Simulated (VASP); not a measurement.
SnSe2, 3 atoms in the cell. It takes space group P-3m1 (No. 164, trigonal). The conventional cell has a = 3.665 Å, b = 3.665 Å, c = 6.302 Å, α = 90.00°, β = 90.00°, γ = 120.00°. Within 3.5 Å of Sn (site symmetry -3m) lie 6 Se at 2.66 Å. Se (site symmetry 3m) has 3 Sn at 2.66 Å within 3.5 Å.  This cell differs from its parent crystal: biaxial strain in the a-b plane: -4.0 %.

* Program: VASP 6.6.1
* Task: single point
* Functional: PBEsol
* Potentials or basis: VASP PAW PBE potentials, release 64 (Sn_d, Se)
* Cutoff: 520 eV
* k mesh: 12 × 12 × 6
* Occupations: gaussian, width 0.02 eV
* Spin: no spin polarisation
* Dipole correction: no
* Further INCAR settings: ALGO = Normal; EDIFF = 1e-06; NBANDS = 20

Potentials or basis: VASP PAW PBE potentials, release 64 (Sn_d, Se).

Launch:

```sh
$ cat potpaw_PBE.64/Sn_d/POTCAR potpaw_PBE.64/Se/POTCAR > POTCAR
$ mpirun -np 1 vasp_std > vasp.out
```

Hardware: 1 thread of Intel(R) Xeon(R) Platinum 8259CL CPU @ 2.50GHz (Skylake/Cascade Lake) (shared host).

Problem. Estimate the wall time of this run.

Solution. Wall time 93 s on 1 thread of Intel(R) Xeon(R) Platinum 8259CL CPU @ 2.50GHz (Skylake/Cascade Lake), on a shared host, peak memory 0.28 GiB. Counts: scf iterations 12, k points 100.
